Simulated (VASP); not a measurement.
# Hf (Im-3m) in VASP: single point with r2SCAN

Aim: the single point of Hf with r2SCAN.

Program: VASP 6.6.1. These are calculated values, not measurements. Logs are shortened: lines on timing, memory, paths and dates and some standing lists are left out, and cuts for length are marked.

**1. The cell of the first run**

The structure is cubic, space group Im-3m (No. 229). Conventional cell: a = 3.610 Å, b = 3.610 Å, c = 3.610 Å, α = 90.00°, β = 90.00°, γ = 90.00°. Within 4.1 Å of Hf (site symmetry m-3m) lie 14 Hf at 3.13 to 3.61 Å.

**2. Single point, r2SCAN**

Contents of POSCAR:

```
Hf
1.0
   -1.8050000000      1.8050000000      1.8050000000
    1.8050000000     -1.8050000000      1.8050000000
    1.8050000000      1.8050000000     -1.8050000000
Hf
1
Direct
    0.0000000000      0.0000000000      0.0000000000
```

Contents of INCAR.step1:

```
  PREC = Accurate
  ENCUT = 550
  ISMEAR = 1
  SIGMA = 0.05
  LREAL = False
  LASPH = True
  NELM = 120
  NBANDS = 11
  GGA = PE
  ALGO = Normal
  EDIFF = 1E-5
  LWAVE = True
  LCHARG = False
  GGA_COMPAT = False
```

Contents of INCAR.step2:

```
  PREC = Accurate
  ENCUT = 550
  EDIFF = 1E-6
  ISMEAR = 1
  SIGMA = 0.05
  LREAL = False
  LASPH = True
  NELM = 120
  ALGO = Normal
  ISIF = 2
  LWAVE = False
  LCHARG = False
  METAGGA = R2SCAN
  LMIXTAU = True
  NBANDS = 11
  ISTART = 1
  GGA_COMPAT = False
```

Contents of KPOINTS:

```
Automatic mesh
0
Gamma
  9 9 9
```

Potentials or basis: VASP PAW PBE potentials, release 64 (Hf_pv).

Run with:

```sh
> cat potpaw_PBE.64/Hf_pv/POTCAR > POTCAR
> cp INCAR.step1 INCAR
> mpirun -np 1 vasp_std > vasp.out
> cp INCAR.step2 INCAR
> mpirun -np 1 vasp_std > vasp.out
```

OUTCAR:

```text
PREC = Accurate
   ENCUT = 550
   EDIFF = 1E-6
   ISMEAR = 1
   LREAL = False
   LASPH = True
   NELM = 120
   ISIF = 2
   METAGGA = R2SCAN
   ISTART = 1

 ion  position               nearest neighbor table
   1  0.000  0.000  0.000-

  LATTYP: Found a body centered cubic cell.
 ALAT       =     3.6100000000

  Lattice vectors:

 A1 = (  -1.8050000000,   1.8050000000,   1.8050000000)
 A2 = (   1.8050000000,  -1.8050000000,   1.8050000000)
 A3 = (   1.8050000000,   1.8050000000,  -1.8050000000)

Analysis of symmetry for initial positions (statically):
=====================================================================
 Subroutine PRICEL returns:
 Original cell was already a primitive cell.

 Routine SETGRP: Setting up the symmetry group for a
 body centered cubic supercell.

 Subroutine GETGRP returns: Found 48 space group operations
 (whereof 48 operations were pure point group operations)
 out of a pool of 48 trial point group operations.

The static configuration has the point symmetry O_h .

Analysis of symmetry for dynamics (positions and initial velocities):
=====================================================================
 Subroutine PRICEL returns:
 Original cell was already a primitive cell.

 Routine SETGRP: Setting up the symmetry group for a
 body centered cubic supercell.

 Subroutine GETGRP returns: Found 48 space group operations
 (whereof 48 operations were pure point group operations)
 out of a pool of 48 trial point group operations.

The dynamic configuration has the point symmetry O_h .

 Subroutine INISYM returns: Found 48 space group operations
 (whereof 48 operations are pure point group operations),
 and found     1 'primitive' translations

----------------------------------------------------------------------------------------

                                     Primitive cell

  volume of cell :      23.5229

  direct lattice vectors                    reciprocal lattice vectors
    -1.805000000  1.805000000  1.805000000     0.000000000  0.277008310  0.277008310
     1.805000000 -1.805000000  1.805000000     0.277008310  0.000000000  0.277008310
     1.805000000  1.805000000 -1.805000000     0.277008310  0.277008310  0.000000000

  length of vectors
     3.126351708  3.126351708  3.126351708     0.391748909  0.391748909  0.391748909

  position of ions in fractional coordinates (direct lattice)
     0.000000000  0.000000000  0.000000000

  ion indices of the primitive-cell ions
   primitive index   ion index
                 1           1

----------------------------------------------------------------------------------------

 KPOINTS: Automatic mesh

Automatic generation of k-mesh.
 Grid dimensions read from file:
 generate k-points for:    9    9    9

 Generating k-lattice:

  Cartesian coordinates                     Fractional coordinates (reciprocal lattice)
     0.000000000  0.030778701  0.030778701     0.111111111  0.000000000  0.000000000
     0.030778701  0.000000000  0.030778701     0.000000000  0.111111111  0.000000000
     0.030778701  0.030778701  0.000000000     0.000000000  0.000000000  0.111111111

  Length of vectors
     0.043527657  0.043527657  0.043527657

  Shift w.r.t. Gamma in fractional coordinates (k-lattice)
     0.000000000  0.000000000  0.000000000

 Subroutine IBZKPT returns following result:
 ===========================================

 Found     35 irreducible k-points:

 Following reciprocal coordinates:
            Coordinates               Weight
  0.000000  0.000000  0.000000      1.000000
  0.111111  0.000000  0.000000     12.000000
  0.222222  0.000000  0.000000     12.000000
  0.333333  0.000000  0.000000     12.000000
  0.444444  0.000000  0.000000     12.000000
  0.111111  0.111111  0.000000     24.000000
[... 16 lines left out ...]
 -0.333333  0.444444  0.111111     48.000000
 -0.444444 -0.444444  0.111111     24.000000
 [... further k-points ...]
   k-points           NKPTS =     35   k-points in BZ     NKDIM =     35   number of bands    NBANDS=     11
   number of dos      NEDOS =    301   number of ions     NIONS =      1
   total plane-waves  NPLWV =  13824
   dimension x,y,z NGX =    24 NGY =   24 NGZ =   24
   dimension x,y,z NGXF=    48 NGYF=   48 NGZF=   48
   ions per type =               1
   NGX,Y,Z   is equivalent  to a cutoff of  12.76, 12.76, 12.76 a.u.
   NGXF,Y,Z  is equivalent  to a cutoff of  25.52, 25.52, 25.52 a.u.
 SYSTEM =  unknown system
   PREC   = accura    normal or accurate (medium, high low for compatibility)
   ISTART =      1    job   : 0-new  1-cont  2-samecut
   ICHARG =      0    charge: 1-file 2-atom 10-const
   ISPIN  =      1    spin polarized calculation?
   LNONCOLLINEAR =      F non collinear calculations
   LSORBIT =      F    spin-orbit coupling
   LASPH  =      T    aspherical Exc in radial PAW
   ENCUT  =  550.0 eV  40.42 Ry    6.36 a.u.   5.98  5.98  5.98*2*pi/ulx,y,z
   NELM   =    120;   NELMIN=  2; NELMDL=  0     # of ELM steps
   EDIFF  = 0.1E-05   stopping-criterion for ELM
   LREAL  =      F    real-space projection
   EDIFFG = 0.1E-04   stopping-criterion for IOM
   NSW    =      0    number of steps for IOM
   IBRION =     -1    ionic relax: 0-MD 1-quasi-New 2-CG
   NFREE  =      0    steps in history (QN), initial steepest desc. (CG)
   ISIF   =      2    stress and relaxation
   ISYM   =      2    0-nonsym 1-usesym 2-fastsym
   POTIM  = 0.5000    time-step for ionic-motion
   TEBEG  =    0.0;   TEEND  =   0.0 temperature during run
   PSTRESS=    0.0 pullay stress
   NELECT =      10.0000    total number of electrons
   NUPDOWN=      -1.0000    fix difference up-down
   EMIN   =  10.00;   EMAX   =-10.00  energy-range for DOS
   EFERMI =   0.00;   METHOD = LEGACY
   ISMEAR =     1;   SIGMA  =   0.05  broadening in eV -4-tet -1-fermi 0-gaus
   EFERMI_NEDOS =   21; number of points for ismear=-14 and -15
   IALGO  =     38    algorithm
   IMIX   =      4    mixing-type and parameters
     AMIX     =   0.40;   BMIX     =  1.00
     AMIX_MAG =   1.60;   BMIX_MAG =  1.00
  volume/ion in A,a.u.               =      23.52       158.74
  Fermi-wavevector in a.u.,A,eV,Ry     =   1.230961  2.326179 20.616432  1.515265
  Thomas-Fermi vector in A             =   2.365789
   LORBIT       =      0    0 simple, 1 ext, 2 COOP (PROOUT), +10 PAW based schemes
   METAGGA = R2SCAN    functional components
   LHFCALC =     F    Hartree Fock is set to
   AEXX    =    0.0000 exact exchange contribution
   IVDW    =     0    specifies the selected vdW correction
   LEPSILON=     F    determine dielectric tensor
   LRPA    =     F    only Hartree local field effects (RPA)
 non-spin polarized calculation
 Methfessel and Paxton  Order N= 1 SIGMA  =   0.05
  energy-cutoff  :      550.00
  volume of cell :       23.52
 maximum number of plane-waves:       712
   NGX = 11   NGY = 11   NGZ = 11

 number of electron      10.0000001 magnetization

 Free energy of the ion-electron system (eV)
  ---------------------------------------------------
  ext. energy  EPLUGINS =         0.00000000
  ---------------------------------------------------
  free energy    TOTEN  =       -44.90562830 eV

  energy without entropy =      -44.90550042  energy(sigma->0) =      -44.90558567

 E-fermi :   4.1611     XC(G=0): -11.9205

 val. band max:        4.1526031033   @ k =  -0.3333   0.3333   0.1111
 cond. band min:       4.1724508726   @ k =  -0.2222   0.3333   0.1111
 fundamental gap:      0.0198477693
 Fermi energy:         4.1611141710

 k-point     1 :       0.0000    0.0000    0.0000
  band No.  band energies     occupation
      1     -27.0970      2.00000
      2     -27.0970      2.00000
      3     -27.0970      2.00000
      4      -3.0970      2.00000
      5       5.8363      0.00000
      6       5.8363      0.00000
      7       5.8363      0.00000
      8       8.5100      0.00000
      9       8.5100      0.00000
     10      16.0282      0.00000
     11      17.8278      0.00000

 k-point     2 :       0.1111    0.0000    0.0000
  band No.  band energies     occupation
      1     -27.1843      2.00000
      2     -27.1242      2.00000
      3     -27.0973      2.00000
      4      -2.6573      2.00000
      5       5.5313      0.00000
      6       5.6691      0.00000
      7       6.2651      0.00000
      8       8.1088      0.00000
      9       8.5105      0.00000
     10      16.0281      0.00000
     11      18.1900      0.00000

 k-point     3 :       0.2222    0.0000    0.0000
  band No.  band energies     occupation
      1     -27.3994      2.00000
      2     -27.1924      2.00000
      3     -27.0982      2.00000
      4      -1.4758      2.00000
      5       4.8627     -0.00000
      6       4.9585     -0.00000
      7       7.5029      0.00000
      8       7.9571      0.00000
      9       8.5999      0.00000
     10      16.0278      0.00000
     11      18.0870      0.00000

 k-point     4 :       0.3333    0.0000    0.0000
  band No.  band energies     occupation
      1     -27.6343      2.00000
      2     -27.2690      2.00000
      3     -27.0993      2.00000
      4      -0.0529      2.00000
      5       4.2268     -0.06876
      6       4.3574     -0.00000
      7       8.2926      0.00000
      8       8.8850      0.00000
      9       9.3652      0.00000
     10      16.0229      0.00000
     11      16.3927      0.00000

 k-point     5 :       0.4444    0.0000    0.0000
  band No.  band energies     occupation
      1     -27.7826      2.00000
      2     -27.3183      2.00000
      3     -27.1000      2.00000
      4       0.7271      2.00000
      5       3.8616      2.00000
      6       4.6579     -0.00000
      7       8.3898      0.00000
      8       9.2340      0.00000
      9      11.2345      0.00000
     10      14.4795      0.00000
     11      15.0266      0.00000
[... 211 lines left out ...]
 k-point    21 :      -0.2222    0.3333    0.1111
  band No.  band energies     occupation
      1     -27.5418      2.00000
      2     -27.3054      2.00000
      3     -27.2045      2.00000
      4       0.1919      2.00000
      5       4.1725      0.62696
      6       5.0864     -0.00000
      7       6.6661      0.00000
      8       8.5725      0.00000
      9       9.3884      0.00000
     10      16.0239      0.00000
     11      16.4070      0.00000

 k-point    22 :      -0.4444    0.4444    0.1111
  band No.  band energies     occupation
      1     -27.7591      2.00000
      2     -27.3498      2.00000
      3     -27.1602      2.00000
      4       1.1273      2.00000
      5       4.1388      1.67859
      6       4.2843     -0.00271
      7       7.4137      0.00000
      8       9.6680      0.00000
      9      11.1244      0.00000
     10      14.3841      0.00000
     11      16.0297      0.00000

 k-point    23 :      -0.3333    0.4444    0.1111
  band No.  band energies     occupation
      1     -27.6770      2.00000
      2     -27.3950      2.00000
      3     -27.2093      2.00000
      4       1.4287      2.00000
      5       3.5348      2.00000
      6       4.6884     -0.00000
      7       7.2021      0.00000
      8       9.1096      0.00000
      9      10.7870      0.00000
     10      14.8356      0.00000
     11      16.0300      0.00000

 k-point    24 :      -0.4444   -0.4444    0.1111
  band No.  band energies     occupation
      1     -27.7301      2.00000
      2     -27.4317      2.00000
      3     -27.2088      2.00000
      4       1.8402      2.00000
      5       3.6621      2.00000
      6       4.3184     -0.00008
      7       7.1894      0.00000
      8       9.7705      0.00000
      9      12.1516      0.00000
     10      13.3811      0.00000
     11      16.0292      0.00000

 [... further k-points ...]
[... 5 lines left out ...]
  --------------------------------------------------------------------------------------
  -------------------------------------------------------------------------------------
  Total       -0.7243308     -0.7243308     -0.7243308      0.0000000      0.0000000     -0.0000000
  in kB      -49.3350915    -49.3350915    -49.3350915      0.0000000      0.0000000     -0.0000000
  external PRESSURE =     -49.3350915 kB  Pullay stress =       0.0000000 kB

 VOLUME and BASIS-vectors are now :
 -----------------------------------------------------------------------------
  energy-cutoff  :      550.00
  volume of cell :       23.52
      direct lattice vectors                 reciprocal lattice vectors
    -1.805000000  1.805000000  1.805000000     0.000000000  0.277008310  0.277008310
     1.805000000 -1.805000000  1.805000000     0.277008310  0.000000000  0.277008310
     1.805000000  1.805000000 -1.805000000     0.277008310  0.277008310  0.000000000

 POSITION                                       TOTAL-FORCE (eV/Angst)
 -----------------------------------------------------------------------------------
      0.00000      0.00000      0.00000        -0.000000      0.000000      0.000000
 -----------------------------------------------------------------------------------
    total drift:                               -0.000000      0.000000      0.000000

  FREE ENERGIE OF THE ION-ELECTRON SYSTEM (eV)
  ---------------------------------------------------
  free  energy   TOTEN  =       -44.9056282958 eV

  energy  without entropy=      -44.9055004223  energy(sigma->0) =      -44.90558567
```

It took 67 s on 1 thread of Intel Xeon 8259CL, shared host; peak memory 0.15 GiB.

Results:

| Property | Result |
| --- | --- |
| Free energy | -44.9056 eV |
| Pressure | -4.9 GPa |
| Band gap on the k mesh | zero (band 5 reaches 5.84 eV, above the bottom of band 6 at 3.37 eV) |

Caveat: the PAW data sets were made with another functional, which shifts forces and pressure a little; spin-orbit coupling is left out, which moves the levels of the heavy elements.
